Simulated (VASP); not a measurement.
A run of VASP 6.6.1 is set up as follows.

File POSCAR:

```
AlPt
1.0
    3.1718815788      0.0000000000      0.0000000000
    0.0000000000      3.1718815788      0.0000000000
    0.0000000000      0.0000000000      3.1718815788
Al Pt
1 1
Direct
    0.0000000000      0.0000000000      0.0000000000
    0.5000000000      0.5000000000      0.5000000000
```

INCAR.step1

```
SYSTEM = AlPt
PREC = Accurate
ENCUT = 520
ISMEAR = 1
SIGMA = 0.05
LREAL = .FALSE.
LASPH = .TRUE.
NELM = 80
NBANDS = 14
GGA = PE
ALGO = Normal
EDIFF = 1E-4
LWAVE = .TRUE.
LCHARG = .FALSE.
```

Contents of INCAR.step2:

```
SYSTEM = AlPt
PREC = Accurate
ENCUT = 520
EDIFF = 1E-7
ISMEAR = 1
SIGMA = 0.05
LREAL = .FALSE.
LASPH = .TRUE.
NELM = 80
ALGO = Normal
ISIF = 2
LWAVE = .FALSE.
LCHARG = .FALSE.
METAGGA = R2SCAN
LMIXTAU = .TRUE.
NBANDS = 14
ISTART = 1
```

File KPOINTS:

```
Automatic mesh
0
G
  11 11 11
  0 0 0
```

Potentials or basis: VASP PAW PBE potentials, release 64 (Al, Pt).

Command:

```console
$ cat potpaw_PBE.64/Al/POTCAR potpaw_PBE.64/Pt/POTCAR > POTCAR
$ cp INCAR.step1 INCAR
$ mpirun -np 1 vasp_std > vasp.out
$ cp INCAR.step2 INCAR
$ mpirun -np 1 vasp_std > vasp.out
```

Problem. What does it give for the pressure?

Solution. -16.6 GPa.

Caveat: the PAW data sets were made with another functional, which shifts forces and pressure a little.
